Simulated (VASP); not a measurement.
# ZnS (F-43m) in VASP: a series of runs

ZnS is run at these levels: r2SCAN; tasks: relaxation of the atoms.

Program: VASP 6.6.1. These are calculated values, not measurements. Logs are shortened: lines on timing, memory, paths and dates and some standing lists are left out, and cuts for length are marked.

**1. The cell of the first run**

The structure is cubic, space group F-43m (No. 216). The conventional cell has a = 5.280 Å, b = 5.280 Å, c = 5.280 Å, α = 90.00°, β = 90.00°, γ = 90.00°. Zn (site symmetry -43m) has 4 S at 2.29 Å within 3.0 Å. S (site symmetry -43m) has 4 Zn at 2.29 Å within 3.0 Å.

**2. Relaxation of the atoms, r2SCAN**

POSCAR

```
ZnS
1.0
    0.0000000000      2.6401623600      2.6401623600
    2.6401623600      0.0000000000      2.6401623600
    2.6401623600      2.6401623600      0.0000000000
Zn S
1 1
Direct
    0.2500000000      0.2500000000      0.2500000000
    0.0000000000      0.0000000000      0.0000000000
```

INCAR.step1

```
PREC = Accurate
ENCUT = 520
ISMEAR = -1
SIGMA = 0.02
LREAL = F
LASPH = T
NELM = 60
GGA = PE
ALGO = Normal
EDIFF = 1E-4
LWAVE = T
LCHARG = F
```

INCAR.step2

```
PREC = Accurate
ENCUT = 520
EDIFF = 1E-6
ISMEAR = -1
SIGMA = 0.02
LREAL = F
LASPH = T
NELM = 60
ALGO = Normal
ISIF = 2
LWAVE = F
LCHARG = F
METAGGA = R2SCAN
LMIXTAU = T
IBRION = 2
NSW = 50
EDIFFG = -0.01
ISTART = 1
```

KPOINTS

```
Automatic mesh
0
Gamma
  10 10 10
```

Potentials or basis: VASP PAW PBE potentials, release 64 (Zn, S).

On the command line:

```sh
$ cat potpaw_PBE.64/Zn/POTCAR potpaw_PBE.64/S/POTCAR > POTCAR
$ cp INCAR.step1 INCAR
$ mpirun -np 1 vasp_std > vasp.out
$ cp INCAR.step2 INCAR
$ mpirun -np 1 vasp_std > vasp.out
```

OUTCAR:

```text
PREC = Accurate
   ENCUT = 520
   EDIFF = 1E-6
   ISMEAR = -1
   LREAL = F
   LASPH = T
   NELM = 60
   ISIF = 2
   METAGGA = R2SCAN
   IBRION = 2
   NSW = 50
   EDIFFG = -0.01
   ISTART = 1

 ion  position               nearest neighbor table
   1  0.250  0.250  0.250-   2 2.29   2 2.29   2 2.29   2 2.29
   2  0.000  0.000  0.000-   1 2.29   1 2.29   1 2.29   1 2.29

  LATTYP: Found a face centered cubic cell.
 ALAT       =     5.2803247200

  Lattice vectors:

 A1 = (   0.0000000000,   2.6401623600,   2.6401623600)
 A2 = (   2.6401623600,   0.0000000000,   2.6401623600)
 A3 = (   2.6401623600,   2.6401623600,   0.0000000000)

Analysis of symmetry for initial positions (statically):
=====================================================================
 Subroutine PRICEL returns:
 Original cell was already a primitive cell.

 Routine SETGRP: Setting up the symmetry group for a
 face centered cubic supercell.

 Subroutine GETGRP returns: Found 24 space group operations
 (whereof 24 operations were pure point group operations)
 out of a pool of 48 trial point group operations.

The static configuration has the point symmetry T_d .

Analysis of symmetry for dynamics (positions and initial velocities):
=====================================================================
 Subroutine PRICEL returns:
 Original cell was already a primitive cell.

 Routine SETGRP: Setting up the symmetry group for a
 face centered cubic supercell.

 Subroutine GETGRP returns: Found 24 space group operations
 (whereof 24 operations were pure point group operations)
 out of a pool of 48 trial point group operations.

The dynamic configuration has the point symmetry T_d .

 Subroutine INISYM returns: Found 24 space group operations
 (whereof 24 operations are pure point group operations),
 and found     1 'primitive' translations

----------------------------------------------------------------------------------------

                                     Primitive cell

  volume of cell :      36.8063

  direct lattice vectors                    reciprocal lattice vectors
     0.000000000  2.640162360  2.640162360    -0.189382292  0.189382292  0.189382292
     2.640162360  0.000000000  2.640162360     0.189382292 -0.189382292  0.189382292
     2.640162360  2.640162360  0.000000000     0.189382292  0.189382292 -0.189382292

  length of vectors
     3.733753416  3.733753416  3.733753416     0.328019752  0.328019752  0.328019752

  position of ions in fractional coordinates (direct lattice)
     0.250000000  0.250000000  0.250000000
     0.000000000  0.000000000  0.000000000

  ion indices of the primitive-cell ions
   primitive index   ion index
                 1           1
                 2           2

----------------------------------------------------------------------------------------

 KPOINTS: Automatic mesh

Automatic generation of k-mesh.
 Grid dimensions read from file:
 generate k-points for:   10   10   10

 Generating k-lattice:

  Cartesian coordinates                     Fractional coordinates (reciprocal lattice)
    -0.018938229  0.018938229  0.018938229     0.100000000  0.000000000  0.000000000
     0.018938229 -0.018938229  0.018938229     0.000000000  0.100000000  0.000000000
     0.018938229  0.018938229 -0.018938229     0.000000000  0.000000000  0.100000000

  Length of vectors
     0.032801975  0.032801975  0.032801975

  Shift w.r.t. Gamma in fractional coordinates (k-lattice)
     0.000000000  0.000000000  0.000000000

 Subroutine IBZKPT returns following result:
 ===========================================

 Found     47 irreducible k-points:

 Following reciprocal coordinates:
            Coordinates               Weight
  0.000000  0.000000  0.000000      1.000000
  0.100000  0.000000  0.000000      8.000000
  0.200000  0.000000  0.000000      8.000000
  0.300000  0.000000  0.000000      8.000000
  0.400000  0.000000  0.000000      8.000000
  0.500000  0.000000  0.000000      4.000000
[... 16 lines left out ...]
  0.300000  0.300000  0.000000      6.000000
  0.400000  0.300000  0.000000     24.000000
 [... further k-points ...]
   k-points           NKPTS =     47   k-points in BZ     NKDIM =     47   number of bands    NBANDS=     13
   number of dos      NEDOS =    301   number of ions     NIONS =      2
   total plane-waves  NPLWV =  21952
   dimension x,y,z NGX =    28 NGY =   28 NGZ =   28
   dimension x,y,z NGXF=    56 NGYF=   56 NGZF=   56
   ions per type =               1   1
   NGX,Y,Z   is equivalent  to a cutoff of  12.47, 12.47, 12.47 a.u.
   NGXF,Y,Z  is equivalent  to a cutoff of  24.93, 24.93, 24.93 a.u.
 SYSTEM =  unknown system
   PREC   = accura    normal or accurate (medium, high low for compatibility)
   ISTART =      1    job   : 0-new  1-cont  2-samecut
   ICHARG =      0    charge: 1-file 2-atom 10-const
   ISPIN  =      1    spin polarized calculation?
   LNONCOLLINEAR =      F non collinear calculations
   LSORBIT =      F    spin-orbit coupling
   LASPH  =      T    aspherical Exc in radial PAW
   ENCUT  =  520.0 eV  38.22 Ry    6.18 a.u.   6.94  6.94  6.94*2*pi/ulx,y,z
   NELM   =     60;   NELMIN=  2; NELMDL=  0     # of ELM steps
   EDIFF  = 0.1E-05   stopping-criterion for ELM
   LREAL  =      F    real-space projection
   EDIFFG = -.1E-01   stopping-criterion for IOM
   NSW    =     50    number of steps for IOM
   IBRION =      2    ionic relax: 0-MD 1-quasi-New 2-CG
   NFREE  =      1    steps in history (QN), initial steepest desc. (CG)
   ISIF   =      2    stress and relaxation
   ISYM   =      2    0-nonsym 1-usesym 2-fastsym
   POTIM  = 0.5000    time-step for ionic-motion
   TEBEG  =    0.0;   TEEND  =   0.0 temperature during run
   PSTRESS=    0.0 pullay stress
   NELECT =      18.0000    total number of electrons
   NUPDOWN=      -1.0000    fix difference up-down
   EMIN   =  10.00;   EMAX   =-10.00  energy-range for DOS
   EFERMI =   0.00;   METHOD = LEGACY
   ISMEAR =    -1;   SIGMA  =   0.02  broadening in eV -4-tet -1-fermi 0-gaus
   EFERMI_NEDOS =   21; number of points for ismear=-14 and -15
   IALGO  =     38    algorithm
   IMIX   =      4    mixing-type and parameters
     AMIX     =   0.40;   BMIX     =  1.00
     AMIX_MAG =   1.60;   BMIX_MAG =  1.00
  volume/ion in A,a.u.               =      18.40       124.19
  Fermi-wavevector in a.u.,A,eV,Ry     =   1.289808  2.437384 22.634712  1.663604
  Thomas-Fermi vector in A             =   2.421678
   LORBIT       =      0    0 simple, 1 ext, 2 COOP (PROOUT), +10 PAW based schemes
   METAGGA = R2SCAN    functional components
   LHFCALC =     F    Hartree Fock is set to
   AEXX    =    0.0000 exact exchange contribution
   IVDW    =     0    specifies the selected vdW correction
   LEPSILON=     F    determine dielectric tensor
   LRPA    =     F    only Hartree local field effects (RPA)
 conjugate gradient relaxation of ions
 non-spin polarized calculation
  energy-cutoff  :      520.00
  volume of cell :       36.81
 maximum number of plane-waves:      1002
   NGX = 13   NGY = 13   NGZ = 13

 number of electron      18.0000008 magnetization

 Free energy of the ion-electron system (eV)
  ---------------------------------------------------
  ext. energy  EPLUGINS =         0.00000000
  ---------------------------------------------------
  free energy    TOTEN  =       -18.82905347 eV

  energy without entropy =      -18.82905347  energy(sigma->0) =      -18.82905347

 E-fermi :   2.8771     XC(G=0): -10.6411

 val. band max:        2.5124858963   @ k =   0.0000   0.0000   0.0000
 cond. band min:       5.5181724012   @ k =   0.0000   0.0000   0.0000
 fundamental gap:      3.0056865049
 Fermi energy:         2.8770819859

 k-point     1 :       0.0000    0.0000    0.0000
  band No.  band energies     occupation
      1     -11.6909      2.00000
      2      -4.2952      2.00000
      3      -4.2951      2.00000
      4      -4.2951      2.00000
      5      -3.6557      2.00000
      6      -3.6557      2.00000
      7       2.5125      2.00000
      8       2.5125      2.00000
      9       2.5125      2.00000
     10       5.5182      0.00000
     11       9.3492      0.00000
     12       9.3494      0.00000
     13       9.3494      0.00000

 k-point     2 :       0.1000    0.0000    0.0000
  band No.  band energies     occupation
      1     -11.6039      2.00000
      2      -4.2979      2.00000
      3      -4.2784      2.00000
      4      -4.2784      2.00000
      5      -3.6572      2.00000
      6      -3.6572      2.00000
      7       1.7187      2.00000
      8       2.4002      2.00000
      9       2.4002      2.00000
     10       6.0949      0.00000
     11       9.2902      0.00000
     12       9.5429      0.00000
     13       9.5431      0.00000

 k-point     3 :       0.2000    0.0000    0.0000
  band No.  band energies     occupation
      1     -11.3630      2.00000
      2      -4.2862      2.00000
      3      -4.2366      2.00000
      4      -4.2366      2.00000
      5      -3.6574      2.00000
      6      -3.6574      2.00000
      7       0.2467      2.00000
      8       2.1283      2.00000
      9       2.1284      2.00000
     10       6.6879      0.00000
     11       9.6664      0.00000
     12       9.9167      0.00000
     13       9.9168      0.00000
[... 305 lines left out ...]
 k-point    23 :       0.3000    0.3000    0.0000
  band No.  band energies     occupation
      1     -10.8122      2.00000
      2      -4.3816      2.00000
      3      -4.0516      2.00000
      4      -4.0516      2.00000
      5      -3.6984      2.00000
      6      -3.5942      2.00000
      7      -0.7571      2.00000
      8       0.7257      2.00000
      9       0.7257      2.00000
     10       6.9147      0.00000
     11       7.6738      0.00000
     12      12.4416      0.00000
     13      12.6363      0.00000

 k-point    24 :       0.4000    0.3000    0.0000
  band No.  band energies     occupation
      1     -10.5752      2.00000
      2      -4.3469      2.00000
      3      -3.9953      2.00000
      4      -3.9849      2.00000
      5      -3.6394      2.00000
      6      -3.5850      2.00000
      7      -1.4659      2.00000
      8       0.2476      2.00000
      9       0.4745      2.00000
     10       6.8345      0.00000
     11       7.7243      0.00000
     12      12.1624      0.00000
     13      13.0878      0.00000

 [... further k-points ...]

------------------------ aborting loop because EDIFF is reached ----------------------------------------

  FORCE on cell =-STRESS in cart. coord.  units (eV):
  Direction    XX          YY          ZZ          XY          YZ          ZX
  --------------------------------------------------------------------------------------
  -------------------------------------------------------------------------------------
  Total        1.2668231      1.2668231      1.2668231     -0.0000000      0.0000000     -0.0000000
  in kB       55.1448105     55.1448105     55.1448105     -0.0000000      0.0000000     -0.0000000
  external PRESSURE =      55.1448105 kB  Pullay stress =       0.0000000 kB

 VOLUME and BASIS-vectors are now :
 -----------------------------------------------------------------------------
  energy-cutoff  :      520.00
  volume of cell :       36.81
      direct lattice vectors                 reciprocal lattice vectors
     0.000000000  2.640162360  2.640162360    -0.189382292  0.189382292  0.189382292
     2.640162360  0.000000000  2.640162360     0.189382292 -0.189382292  0.189382292
     2.640162360  2.640162360  0.000000000     0.189382292  0.189382292 -0.189382292

 POSITION                                       TOTAL-FORCE (eV/Angst)
 -----------------------------------------------------------------------------------
      1.32008      1.32008      1.32008         0.000000     -0.000000      0.000000
      0.00000      0.00000      0.00000        -0.000000      0.000000     -0.000000
 -----------------------------------------------------------------------------------
    total drift:                               -0.000020     -0.000020     -0.000020

  FREE ENERGIE OF THE ION-ELECTRON SYSTEM (eV)
  ---------------------------------------------------
  free  energy   TOTEN  =       -18.8290534733 eV

  energy  without entropy=      -18.8290534733  energy(sigma->0) =      -18.82905347

 reached required accuracy - stopping structural energy minimisation
```

Wall time 83 s (1 thread of Oxide Virtual Turin-like, shared host); peak memory 0.14 GiB.

Results:

```
Free energy             : -18.8291 eV
Pressure after relaxing : 5.5 GPa
Band gap on the k mesh  : 3.01 eV
```

Final structure:
```
CELL_PARAMETERS angstrom
0.00000 2.64016 2.64016
2.64016 0.00000 2.64016
2.64016 2.64016 0.00000
ATOMIC_POSITIONS crystal
Zn 0.25000 0.25000 0.25000
S 0.00000 0.00000 0.00000
```

Caveat: the relaxation stopped at its first step, so nothing moved; the PAW data sets were made with another functional, which shifts forces and pressure a little. r2SCAN opens gaps a little over a GGA but as a rule still falls short of measured ones.

**3. Relaxation of the atoms, r2SCAN**

This run uses another cell than the first one, of 18.79 Å³/atom.

POSCAR

```
ZnS
1.0
    0.0000000000      2.6587556700      2.6587556700
    2.6587556700      0.0000000000      2.6587556700
    2.6587556700      2.6587556700      0.0000000000
Zn S
1 1
Direct
    0.2500000000      0.2500000000      0.2500000000
    0.0000000000      0.0000000000      0.0000000000
```

INCAR.step1

```
  ALGO = Normal
  EDIFF = 1E-4
  ENCUT = 520
  GGA = PE
  ISMEAR = -1
  LASPH = True
  LCHARG = False
  LREAL = False
  LWAVE = True
  NELM = 60
  PREC = Accurate
  SIGMA = 0.02
```

INCAR.step2

```
  ALGO = Normal
  EDIFF = 1E-6
  EDIFFG = -0.01
  ENCUT = 520
  IBRION = 2
  ISIF = 2
  ISMEAR = -1
  ISTART = 1
  LASPH = True
  LCHARG = False
  LMIXTAU = True
  LREAL = False
  LWAVE = False
  METAGGA = R2SCAN
  NELM = 60
  NSW = 50
  PREC = Accurate
  SIGMA = 0.02
```

KPOINTS

```
k-points
0
Gamma
  10 10 10
```

Potentials or basis: VASP PAW PBE potentials, release 64 (Zn, S).

On the command line:

```sh
$ cat potpaw_PBE.64/Zn/POTCAR potpaw_PBE.64/S/POTCAR > POTCAR
$ cp INCAR.step1 INCAR
$ mpirun -np 1 vasp_std > vasp.out
$ cp INCAR.step2 INCAR
$ mpirun -np 1 vasp_std > vasp.out
```

OUTCAR:

```text
EDIFF = 1E-6
   EDIFFG = -0.01
   ENCUT = 520
   IBRION = 2
   ISIF = 2
   ISMEAR = -1
   ISTART = 1
   LASPH = True
   LREAL = False
   METAGGA = R2SCAN
   NELM = 60
   NSW = 50
   PREC = Accurate

 ion  position               nearest neighbor table
   1  0.250  0.250  0.250-   2 2.30   2 2.30   2 2.30   2 2.30
   2  0.000  0.000  0.000-   1 2.30   1 2.30   1 2.30   1 2.30

  LATTYP: Found a face centered cubic cell.
 ALAT       =     5.3175113400

  Lattice vectors:

 A1 = (   0.0000000000,   2.6587556700,   2.6587556700)
[... 563 lines left out ...]
     10       6.6598      0.00000
     11       7.4955      0.00000
     12      11.8690      0.00000
     13      12.8159      0.00000

 [... further k-points ...]
[... 5 lines left out ...]
  --------------------------------------------------------------------------------------
  -------------------------------------------------------------------------------------
  Total        0.8088433      0.8088433      0.8088433      0.0000000     -0.0000000      0.0000000
  in kB       34.4754280     34.4754280     34.4754280      0.0000000     -0.0000000      0.0000000
  external PRESSURE =      34.4754280 kB  Pullay stress =       0.0000000 kB

 VOLUME and BASIS-vectors are now :
 -----------------------------------------------------------------------------
  energy-cutoff  :      520.00
  volume of cell :       37.59
      direct lattice vectors                 reciprocal lattice vectors
     0.000000000  2.658755670  2.658755670    -0.188057897  0.188057897  0.188057897
     2.658755670  0.000000000  2.658755670     0.188057897 -0.188057897  0.188057897
     2.658755670  2.658755670  0.000000000     0.188057897  0.188057897 -0.188057897

 POSITION                                       TOTAL-FORCE (eV/Angst)
 -----------------------------------------------------------------------------------
      1.32938      1.32938      1.32938         0.000000      0.000000      0.000000
      0.00000      0.00000      0.00000        -0.000000     -0.000000     -0.000000
 -----------------------------------------------------------------------------------
    total drift:                               -0.000013     -0.000013     -0.000013

  FREE ENERGIE OF THE ION-ELECTRON SYSTEM (eV)
  ---------------------------------------------------
  free  energy   TOTEN  =       -18.8507103293 eV

  energy  without entropy=      -18.8507103292  energy(sigma->0) =      -18.85071033

 reached required accuracy - stopping structural energy minimisation
```

OSZICAR.step1:

```text
N       E                     dE             d eps       ncg     rms          rms(c)
DAV:   1     0.837986837406E+02    0.83799E+02   -0.88598E+03  1222   0.167E+03
DAV:   2    -0.111334927659E+01   -0.84912E+02   -0.80136E+02  1302   0.291E+02
DAV:   3    -0.715309132629E+01   -0.60397E+01   -0.59965E+01  1537   0.730E+01
DAV:   4    -0.723346897069E+01   -0.80378E-01   -0.80325E-01  1332   0.880E+00
DAV:   5    -0.723450628779E+01   -0.10373E-02   -0.10373E-02  1467   0.101E+00    0.753E+00
DAV:   6    -0.682135429252E+01    0.41315E+00   -0.97182E-01  1810   0.380E+01    0.581E+00
DAV:   7    -0.680381205528E+01    0.17542E-01   -0.37170E-01  1287   0.608E+00    0.293E+00
DAV:   8    -0.680309711051E+01    0.71494E-03   -0.57228E-03  1432   0.840E-01    0.875E-01
DAV:   9    -0.680330308004E+01   -0.20597E-03   -0.13079E-03  1372   0.342E-01    0.113E-01
DAV:  10    -0.680343484140E+01   -0.13176E-03   -0.12265E-04  1120   0.111E-01    0.530E-02
DAV:  11    -0.680345501747E+01   -0.20176E-04   -0.31424E-05   856   0.592E-02
   1 F= -.68034550E+01 E0= -.68034550E+01  d E =-.594397E-12
```

Wall time 90 s (1 thread of Oxide Virtual Turin-like, shared host); peak memory 0.14 GiB.

What came out:

```yaml
Free_energy: -18.8507 eV
Pressure_after_relaxing: 3.4 GPa
Band_gap_on_the_k_mesh: 2.90 eV
```

Final structure:
```yaml
crystal:
  lattice:
    - [0.00000, 2.65876, 2.65876]
    - [2.65876, 0.00000, 2.65876]
    - [2.65876, 2.65876, 0.00000]
  atoms:
    - { symbol: Zn, position: [0.25000, 0.25000, 0.25000] }
    - { symbol: S, position: [0.00000, 0.00000, 0.00000] }
```

Levels at points of the mesh, in eV from the valence-band top:
| k point | band 5 | band 6 | band 7 | band 8 | band 9 | band 10 | band 11 | band 12 | band 13 |
| --- | --- | --- | --- | --- | --- | --- | --- | --- | --- |
| (0.00, 0.00, 0.00) | -6.10 | -6.10 | 0.00 | 0.00 | 0.00 | 2.90 | 6.86 | 6.86 | 6.86 |
| (0.50, 0.00, 0.00) | -6.06 | -5.89 | -5.73 | -0.96 | -0.96 | 3.91 | 7.36 | 7.36 | 9.60 |
| (0.50, 0.50, 0.00) | -6.01 | -5.86 | -4.81 | -2.47 | -2.47 | 3.62 | 4.47 | 12.15 | 13.17 |

Caveat: the relaxation stopped at its first step, so nothing moved; the PAW data sets were made with another functional, which shifts forces and pressure a little.
